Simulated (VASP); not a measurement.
Here is a VASP 6.6.1 calculation.

File INCAR:

```
ALGO = Normal
EDIFF = 1E-6
ENCUT = 520
GGA = PS
ISIF = 2
ISMEAR = 0
ISPIN = 2
LASPH = T
LCHARG = F
LMAXMIX = 4
LORBIT = 11
LREAL = F
LWAVE = F
MAGMOM = 0.8
NBANDS = 15
NELM = 150
PREC = Accurate
SIGMA = 0.05
```

Contents of KPOINTS:

```
k-points
0
Gamma
  20 20 20
```

POSCAR

```
Ni
1.0
    0.0000000000      1.7600000000      1.7600000000
    1.7600000000      0.0000000000      1.7600000000
    1.7600000000      1.7600000000      0.0000000000
Ni
1
Direct
    0.0000000000      0.0000000000      0.0000000000
```

Potentials or basis: VASP PAW PBE potentials, release 64 (Ni).

Launch:

```sh
$ cat potpaw_PBE.64/Ni/POTCAR > POTCAR
$ mpirun -np 1 vasp_std > vasp.out
```

**Question.** Predict the pressure.

**Answer.** -10.0 GPa.

**Question.** Predict the site moments.

**Answer.** Ni +0.64 μB.

**Question.** Predict the net moment.

**Answer.** 0.63 μB per cell.

Caveat: the PAW data sets were made with another functional, which shifts forces and pressure a little.
